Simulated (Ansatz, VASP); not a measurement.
## KCl: VASP beside Ansatz

The input POSCAR:

```
KCl
1.0
    3.1759371816      3.1759371816      0.0000000000
   -3.1759371816      3.1759371816      0.0000000000
    0.0000000000      0.0000000000      6.3518743631
K Cl
2 2
Direct
    0.0000000000      0.0000000000      0.0000000000
    0.5000000000      0.5000000000      0.5000000000
    0.5000000000      0.5000000000      0.0000000000
    0.0000000000      0.0000000000      0.5000000000
```

The input INCAR.step1:

```
PREC = Accurate ; ENCUT = 520
ISMEAR = 0 ; SIGMA = 0.02
LREAL = F ; LASPH = T
NELM = 80 ; NBANDS = 24
GGA = PE ; ALGO = Normal
EDIFF = 1E-4 ; LWAVE = T
LCHARG = F
```

The input INCAR.step2:

```
PREC = Accurate ; ENCUT = 520
EDIFF = 1E-6 ; ISMEAR = 0
SIGMA = 0.02 ; LREAL = F
LASPH = T ; NELM = 80
ALGO = Normal ; ISIF = 2
LWAVE = F ; LCHARG = F
METAGGA = R2SCAN ; LMIXTAU = T
NBANDS = 24 ; ISTART = 1
```

File KPOINTS:

```
regular mesh
0
Gamma
  6 6 4
```

Input for Ansatz:

```yaml
crystal:
  lattice:
    - [3.1759371816, 3.1759371816, 0.0]
    - [-3.1759371816, 3.1759371816, 0.0]
    - [0.0, 0.0, 6.3518743631]
  atoms:
    - { symbol: K, position: [0.0, 0.0, 0.0] }
    - { symbol: K, position: [0.5, 0.5, 0.5] }
    - { symbol: Cl, position: [0.5, 0.5, 0.0] }
    - { symbol: Cl, position: [0.0, 0.0, 0.5] }
basis:
  ecutwfc: 500
kpoints:
  mp_grid: { grid: [6, 6, 4] }
hamiltonian:
  xc: r2scan
scf:
  occupations: { method: gaussian, width: 0.02 }
output:
  forces: true
  stress: true
  eigenvalues: true
```

Change from the starting cell: equal strain along all axes, cell held, atoms relaxed: +1.0 %.

Alike in both runs: task single point; functional r2SCAN; k mesh 6 × 6 × 4; occupations gaussian, width 0.02 eV; no spin polarisation.

```csv
,VASP,Ansatz
version,VASP 6.6.1,Ansatz 0.2.0
potentials or method,"VASP PAW PBE potentials, release 64 (K_sv, Cl), cutoff 520 eV","scalar-relativistic, plane waves, PAW"
valence electrons in the cell,32,32
```

```csv
,VASP,Ansatz,Ansatz less VASP
gap on the k mesh at the Fermi level (eV),5.73,5.73,-0.004
least direct gap on the mesh (eV),5.73,5.73,-0.004
pressure (GPa),-0.5,-0.5,+0.03
```

VASP's potentials were made for PBE, not for r2SCAN.
